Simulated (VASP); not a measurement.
# MnO2 (P4_2/mnm) in VASP: single point with PBE+U

Aim: the single point of MnO2 with PBE+U.

Program: VASP 6.6.1. These are calculated values, not measurements. Logs are shortened: lines on timing, memory, paths and dates and some standing lists are left out, and cuts for length are marked.

## (1) The cell of the first run

The structure is tetragonal, space group P4_2/mnm (No. 136). The conventional cell has a = 4.395 Å, b = 4.395 Å, c = 2.860 Å, α = 90.00°, β = 90.00°, γ = 90.00°. Mn (site symmetry mmm) has 6 O at 1.88 Å within 2.5 Å. Within 2.5 Å of O (site symmetry m2m) lie 3 Mn at 1.88 Å and 1 O at 2.45 Å.

## (2) Single point, PBE+U, collinear spin, ferromagnetic start

INCAR

```
SYSTEM = MnO2
  PREC = Accurate
  ENCUT = 520
  EDIFF = 1E-6
  ISMEAR = -1
  SIGMA = 0.1
  LREAL = .FALSE.
  LASPH = .TRUE.
  NELM = 150
  ALGO = Normal
  ISIF = 2
  LWAVE = .FALSE.
  LCHARG = .FALSE.
  ISPIN = 2
  MAGMOM = 4.5 4.5 0 0 0 0
  LORBIT = 11
  LMAXMIX = 4
  LDAU = .TRUE.
  LDAUTYPE = 2
  LDAUL = 2 -1
  LDAUU = 6.7 0
  LDAUJ = 0 0
  LDAUPRINT = 1
  GGA = PE
  NBANDS = 38
```

KPOINTS

```
regular mesh
0
G
  4 4 7
  0 0 0
```

POSCAR

```
MnO2
1.0
    4.3950000000      0.0000000000      0.0000000000
    0.0000000000      4.3950000000      0.0000000000
    0.0000000000      0.0000000000      2.8600000000
Mn O
2 4
Direct
    0.0000000000      0.0000000000      0.0000000000
    0.5000000000      0.5000000000      0.5000000000
    0.3030000000      0.3030000000      0.0000000000
    0.1970000000      0.8030000000      0.5000000000
    0.6970000000      0.6970000000      0.0000000000
    0.8030000000      0.1970000000      0.5000000000
```

Potentials or basis: VASP PAW PBE potentials, release 64 (Mn_pv, O).

On the command line:

```
$ cat potpaw_PBE.64/Mn_pv/POTCAR potpaw_PBE.64/O/POTCAR > POTCAR
$ mpirun -np 1 vasp_std > vasp.out
```

OUTCAR:

```text
SYSTEM = MnO2
   PREC = Accurate
   ENCUT = 520
   EDIFF = 1E-6
   ISMEAR = -1
   LREAL = .FALSE.
   LASPH = .TRUE.
   NELM = 150
   ISIF = 2
   ISPIN = 2
   LORBIT = 11
   GGA = PE

 ion  position               nearest neighbor table
   1  0.000  0.000  0.000-   4 1.88   6 1.88   4 1.88   6 1.88   5 1.88   3 1.88
   2  0.500  0.500  0.500-   3 1.88   5 1.88   3 1.88   5 1.88   4 1.88   6 1.88
   3  0.303  0.303  0.000-   2 1.88   2 1.88   1 1.88
   4  0.197  0.803  0.500-   1 1.88   1 1.88   2 1.88
   5  0.697  0.697  0.000-   2 1.88   2 1.88   1 1.88
   6  0.803  0.197  0.500-   1 1.88   1 1.88   2 1.88

  LATTYP: Found a simple tetragonal cell.
 ALAT       =     4.3950000000
 C/A-ratio  =     0.6507394767

  Lattice vectors:

 A1 = (   4.3950000000,   0.0000000000,   0.0000000000)
 A2 = (   0.0000000000,   4.3950000000,   0.0000000000)
 A3 = (   0.0000000000,   0.0000000000,   2.8600000000)

Analysis of symmetry for initial positions (statically):
=====================================================================
 Subroutine PRICEL returns:
 Original cell was already a primitive cell.

 Routine SETGRP: Setting up the symmetry group for a
 simple tetragonal supercell.

 Subroutine GETGRP returns: Found 16 space group operations
 (whereof  8 operations were pure point group operations)
 out of a pool of 16 trial point group operations.

The static configuration has the point symmetry D_2h.
 The point group associated with its full space group is D_4h.

Analysis of symmetry for dynamics (positions and initial velocities):
=====================================================================
 Subroutine PRICEL returns:
 Original cell was already a primitive cell.

 Routine SETGRP: Setting up the symmetry group for a
 simple tetragonal supercell.

 Subroutine GETGRP returns: Found 16 space group operations
 (whereof  8 operations were pure point group operations)
 out of a pool of 16 trial point group operations.

The dynamic configuration has the point symmetry D_2h.
 The point group associated with its full space group is D_4h.

Analysis of structural, dynamic, and magnetic symmetry:
=====================================================================
 Subroutine PRICEL returns:
 Original cell was already a primitive cell.

 Routine SETGRP: Setting up the symmetry group for a
 simple tetragonal supercell.

 Subroutine GETGRP returns: Found 16 space group operations
 (whereof  8 operations were pure point group operations)
 out of a pool of 16 trial point group operations.

The overall configuration has the point symmetry D_2h.
 The point group associated with its full space group is D_4h.

 Subroutine INISYM returns: Found 16 space group operations
 (whereof  8 operations are pure point group operations),
 and found     1 'primitive' translations

----------------------------------------------------------------------------------------

                                     Primitive cell

  volume of cell :      55.2438

  direct lattice vectors                    reciprocal lattice vectors
     4.395000000  0.000000000  0.000000000     0.227531286  0.000000000  0.000000000
     0.000000000  4.395000000  0.000000000     0.000000000  0.227531286  0.000000000
     0.000000000  0.000000000  2.860000000     0.000000000  0.000000000  0.349650350

  length of vectors
     4.395000000  4.395000000  2.860000000     0.227531286  0.227531286  0.349650350

  position of ions in fractional coordinates (direct lattice)
     0.000000000  0.000000000  0.000000000
     0.500000000  0.500000000  0.500000000
     0.303000000  0.303000000  0.000000000
[... 152 lines left out ...]
  o =  0.5795  v =  0.0000 -0.7071  0.0000  0.7071  0.0000  0.0000  0.0000  0.0000  0.0000  0.0000      0.0000  0.0000  0.0000  0.0000  0.0000  0.0000  0.0000  0.0000  0.0000  0.0000
  o =  0.5829  v = -0.8601  0.0000  0.5100  0.0000 -0.0000  0.0000  0.0000  0.0000  0.0000  0.0000      0.0000  0.0000  0.0000  0.0000  0.0000  0.0000  0.0000  0.0000  0.0000  0.0000
  o =  0.9634  v = -0.5100  0.0000 -0.8601  0.0000  0.0000  0.0000  0.0000  0.0000  0.0000  0.0000      0.0000  0.0000  0.0000  0.0000  0.0000  0.0000  0.0000  0.0000  0.0000  0.0000
  o =  0.9732  v =  0.0000 -0.7071  0.0000 -0.7071  0.0000  0.0000  0.0000  0.0000  0.0000  0.0000      0.0000  0.0000  0.0000  0.0000  0.0000  0.0000  0.0000  0.0000  0.0000  0.0000
  o =  0.9781  v =  0.0000 -0.0000 -0.0000  0.0000 -1.0000  0.0000  0.0000  0.0000  0.0000  0.0000      0.0000  0.0000  0.0000  0.0000  0.0000  0.0000  0.0000  0.0000  0.0000  0.0000

atom =   2  type =  1  l = 2

 onsite density matrix

spin component  1

  0.6819  0.0000 -0.1669  0.0000 -0.0000
  0.0000  0.7763  0.0000 -0.1968  0.0000
 -0.1669  0.0000  0.8644  0.0000  0.0000
  0.0000 -0.1968  0.0000  0.7763  0.0000
 -0.0000  0.0000  0.0000  0.0000  0.9781

spin component  2

  0.2074  0.0000  0.1027  0.0000  0.0000
  0.0000  0.1858  0.0000  0.1096  0.0000
  0.1027  0.0000  0.1202  0.0000  0.0000
  0.0000  0.1096  0.0000  0.1858  0.0000
  0.0000  0.0000  0.0000  0.0000  0.0796

 occupancies and eigenvectors

  o =  0.0523  v =  0.0000  0.0000  0.0000  0.0000  0.0000 -0.5519  0.0000  0.8339  0.0000 -0.0000      0.0000  0.0000  0.0000  0.0000  0.0000  0.0000  0.0000  0.0000  0.0000  0.0000
  o =  0.0762  v =  0.0000  0.0000  0.0000  0.0000  0.0000  0.0000  0.7071  0.0000 -0.7071  0.0000      0.0000  0.0000  0.0000  0.0000  0.0000  0.0000  0.0000  0.0000  0.0000  0.0000
  o =  0.0796  v =  0.0000  0.0000  0.0000  0.0000  0.0000 -0.0000 -0.0000  0.0000  0.0000  1.0000      0.0000  0.0000  0.0000  0.0000  0.0000  0.0000  0.0000  0.0000  0.0000  0.0000
  o =  0.2754  v =  0.0000  0.0000  0.0000  0.0000  0.0000 -0.8339  0.0000 -0.5519  0.0000 -0.0000      0.0000  0.0000  0.0000  0.0000  0.0000  0.0000  0.0000  0.0000  0.0000  0.0000
  o =  0.2955  v =  0.0000  0.0000  0.0000  0.0000  0.0000  0.0000 -0.7071  0.0000 -0.7071 -0.0000      0.0000  0.0000  0.0000  0.0000  0.0000  0.0000  0.0000  0.0000  0.0000  0.0000
  o =  0.5795  v = -0.0000  0.7071 -0.0000  0.7071  0.0000  0.0000  0.0000  0.0000  0.0000  0.0000      0.0000  0.0000  0.0000  0.0000  0.0000  0.0000  0.0000  0.0000  0.0000  0.0000
  o =  0.5829  v =  0.8601  0.0000  0.5100  0.0000 -0.0000  0.0000  0.0000  0.0000  0.0000  0.0000      0.0000  0.0000  0.0000  0.0000  0.0000  0.0000  0.0000  0.0000  0.0000  0.0000
  o =  0.9634  v = -0.5100 -0.0000  0.8601  0.0000 -0.0000  0.0000  0.0000  0.0000  0.0000  0.0000      0.0000  0.0000  0.0000  0.0000  0.0000  0.0000  0.0000  0.0000  0.0000  0.0000
  o =  0.9732  v =  0.0000 -0.7071 -0.0000  0.7071 -0.0000  0.0000  0.0000  0.0000  0.0000  0.0000      0.0000  0.0000  0.0000  0.0000  0.0000  0.0000  0.0000  0.0000  0.0000  0.0000
  o =  0.9781  v =  0.0000  0.0000 -0.0000 -0.0000 -1.0000  0.0000  0.0000  0.0000  0.0000  0.0000      0.0000  0.0000  0.0000  0.0000  0.0000  0.0000  0.0000  0.0000  0.0000  0.0000

 number of electron      49.9999984 magnetization       6.0714597

 Free energy of the ion-electron system (eV)
  ---------------------------------------------------
  ext. energy  EPLUGINS =         0.00000000
  ---------------------------------------------------
  free energy    TOTEN  =       -38.75678118 eV

  energy without entropy =      -38.71617419  energy(sigma->0) =      -38.73647769

 E-fermi :   5.0301     XC(G=0): -12.0384

 val. band max:        5.0245959818   @ k =   0.5000   0.0000   0.4286
 cond. band min:       5.0439091522   @ k =   0.0000   0.0000   0.1429
 fundamental gap:      0.0193131704
 Fermi energy:         5.0301232562

 spin component 1

 k-point     1 :       0.0000    0.0000    0.0000
  band No.  band energies     occupation
      1     -45.8208      1.00000
      2     -45.8133      1.00000
      3     -45.8024      1.00000
      4     -45.8024      1.00000
      5     -45.7694      1.00000
      6     -45.7694      1.00000
[... 949 lines left out ...]
     36      18.4891      0.00000
     37      20.7557      0.00000
 Fermi energy:         5.0301232562

 spin component 2

 k-point     1 :       0.0000    0.0000    0.0000
  band No.  band energies     occupation
      1     -42.1581      1.00000
      2     -42.1483      1.00000
      3     -42.1154      1.00000
      4     -42.1154      1.00000
      5     -42.0738      1.00000
      6     -42.0738      1.00000
[... 949 lines left out ...]
     36      19.3617      0.00000
     37      21.0058      0.00000
 [bands above 37 left out]

------------------------ aborting loop because EDIFF is reached ----------------------------------------

  FORCE on cell =-STRESS in cart. coord.  units (eV):
  Direction    XX          YY          ZZ          XY          YZ          ZX
  --------------------------------------------------------------------------------------
  -------------------------------------------------------------------------------------
  Total        6.2304510      6.2304510      8.9921971      0.0000000      0.0000000      0.0000000
  in kB      180.6950596    180.6950596    260.7910064      0.0000000      0.0000000      0.0000000
  external PRESSURE =     207.3937085 kB  Pullay stress =       0.0000000 kB

 VOLUME and BASIS-vectors are now :
 -----------------------------------------------------------------------------
  energy-cutoff  :      520.00
  volume of cell :       55.24
      direct lattice vectors                 reciprocal lattice vectors
     4.395000000  0.000000000  0.000000000     0.227531286  0.000000000  0.000000000
     0.000000000  4.395000000  0.000000000     0.000000000  0.227531286  0.000000000
     0.000000000  0.000000000  2.860000000     0.000000000  0.000000000  0.349650350

 POSITION                                       TOTAL-FORCE (eV/Angst)
 -----------------------------------------------------------------------------------
      0.00000      0.00000      0.00000         0.000000     -0.000000      0.000000
      2.19750      2.19750      1.43000         0.000000     -0.000000      0.000000
      1.33168      1.33168      0.00000         0.056354      0.056354     -0.000000
      0.86582      3.52918      1.43000        -0.056354      0.056354     -0.000000
      3.06332      3.06332      0.00000        -0.056354     -0.056354      0.000000
      3.52918      0.86582      1.43000         0.056354     -0.056354      0.000000
 -----------------------------------------------------------------------------------
    total drift:                                0.000000      0.000000      0.000000

  FREE ENERGIE OF THE ION-ELECTRON SYSTEM (eV)
  ---------------------------------------------------
  free  energy   TOTEN  =       -38.7567811790 eV

  energy  without entropy=      -38.7161741929  energy(sigma->0) =      -38.73647769

 total charge

# of ion       s       p       d       tot
------------------------------------------
    1        0.365   6.486   4.823  11.674
    2        0.365   6.486   4.823  11.674
    3        1.571   3.494   0.000   5.065
    4        1.571   3.494   0.000   5.065
    5        1.571   3.494   0.000   5.065
    6        1.571   3.494   0.000   5.065
--------------------------------------------------
tot          7.014  26.947   9.646  43.608

 magnetization (x)

# of ion       s       p       d       tot
------------------------------------------
    1        0.021   0.032   3.295   3.348
    2        0.021   0.032   3.295   3.348
    3       -0.004  -0.162   0.000  -0.165
    4       -0.004  -0.162   0.000  -0.165
    5       -0.004  -0.162   0.000  -0.165
    6       -0.004  -0.162   0.000  -0.165
--------------------------------------------------
tot          0.028  -0.582   6.589   6.034
```

It took 81 s on 1 thread of Intel Xeon 6975P-C, shared host; peak memory 0.24 GiB.

What came out:

```yaml
Free_energy: -38.7568 eV
Pressure: 20.7 GPa
Largest_force: 0.080 eV/Å
Net_moment: 6.07 μB per cell
Site_moments: Mn +3.35; O -0.17 μB
Valence_electrons_inside_the_program's_atomic_spheres: Mn 11.67; O 5.07
```

Forces in eV/Å, atoms in the order of the input:
```
Mn   0.000  0.000  0.000
Mn   0.000  0.000  0.000
O    0.056  0.056  0.000
O   -0.056  0.056  0.000
O   -0.056 -0.056  0.000
O    0.056 -0.056  0.000
```

Levels at points of the mesh, in eV from the Fermi level:
Spin up:
| k point | band 26 | band 27 | band 28 | band 29 | band 30 | band 31 |
| --- | --- | --- | --- | --- | --- | --- |
| (0.00, 0.00, 0.00) | -0.66 | -0.34 | -0.34 | 0.26 | 2.76 | 2.76 |
| (0.50, 0.00, 0.00) | -1.43 | -0.66 | -0.66 | 2.30 | 2.30 | 2.59 |
| (0.50, 0.50, 0.00) | -1.36 | -0.22 | -0.22 | 1.21 | 1.21 | 2.71 |
Spin down:
| k point | band 20 | band 21 | band 22 | band 23 | band 24 | band 25 |
| --- | --- | --- | --- | --- | --- | --- |
| (0.00, 0.00, 0.00) | -0.54 | -0.54 | 0.20 | 3.04 | 3.10 | 3.55 |
| (0.50, 0.00, 0.00) | -2.23 | -0.69 | -0.69 | 3.67 | 3.67 | 4.28 |
| (0.50, 0.50, 0.00) | -1.86 | -1.58 | -1.58 | 2.97 | 2.97 | 3.55 |

Eigenvalues of the final occupation matrices:
| site | spin | trace | eigenvalues |
| --- | --- | --- | --- |
| site 1 d | 1 | 4.08 | 0.58 0.58 0.96 0.97 0.98 |
| site 1 d | 2 | 0.78 | 0.05 0.08 0.08 0.28 0.30 |
| site 2 d | 1 | 4.08 | 0.58 0.58 0.96 0.97 0.98 |
| site 2 d | 2 | 0.78 | 0.05 0.08 0.08 0.28 0.30 |

Caveat: only a ferromagnetic start was run, and an antiferromagnetic order may lie lower in energy. The state reached can hang on the start; a lower one may exist.
